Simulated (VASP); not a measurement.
Wanted: the native input for a VASP 6.6.1 run.

```yaml
Task: single point
Functional: LDA
Potentials_or_basis: VASP PAW LDA potentials, release 64 (Sn_d, O)
Cutoff: 520 eV
k_mesh: 10 × 10 × 10
Occupations: gaussian, width 0.05 eV
Spin: no spin polarisation
Dipole_correction: no
Further_INCAR_settings: ALGO = Normal; EDIFF = 1e-07; NBANDS = 35
```

The structure of SnO2 lies in POSCAR:

```
SnO2
1.0
   -1.9540733516      1.9540733516      5.2584566507
    1.9540733516     -1.9540733516      5.2584566507
    1.9540733516      1.9540733516     -5.2584566507
Sn O
2 4
Direct
    0.7500000000      0.2500000000      0.5000000000
    0.0000000000      0.0000000000      0.0000000000
    0.7969975836      0.7969975836      0.0000000000
    0.9530024164      0.4530024164      0.5000000000
    0.2030024164      0.2030024164      0.0000000000
    0.5469975836      0.0469975836      0.5000000000
```

This cell differs from its parent crystal: ratio of the length along z to the lengths across it x 1.05, volume and fractional coordinates fixed.

The input as run:

INCAR

```
PREC = Accurate
ENCUT = 520
EDIFF = 1E-7
ISMEAR = 0
SIGMA = 0.05
LREAL = False
LASPH = True
NELM = 100
ALGO = Normal
ISIF = 2
LWAVE = False
LCHARG = False
GGA = CA
NBANDS = 35
```

KPOINTS

```
regular mesh
0
Gamma
  10 10 10
```

Potentials or basis: VASP PAW LDA potentials, release 64 (Sn_d, O).

Command:

```sh
$ cat potpaw_LDA.64/Sn_d/POTCAR potpaw_LDA.64/O/POTCAR > POTCAR
$ mpirun -np 1 vasp_std > vasp.out
```

It gave:

The pressure is 0.4 GPa, the largest force is 0.497 eV/Å and the band gap on the k mesh is 1.61 eV, indirect (least direct gap 2.00 eV).

Caveat: spin-orbit coupling is left out, which moves the levels of the heavy elements.

Run time: 8.8 min on 1 thread of Intel(R) Xeon(R) Platinum 8259CL CPU @ 2.50GHz (Skylake/Cascade Lake) (shared host), peak memory 0.4 GiB.
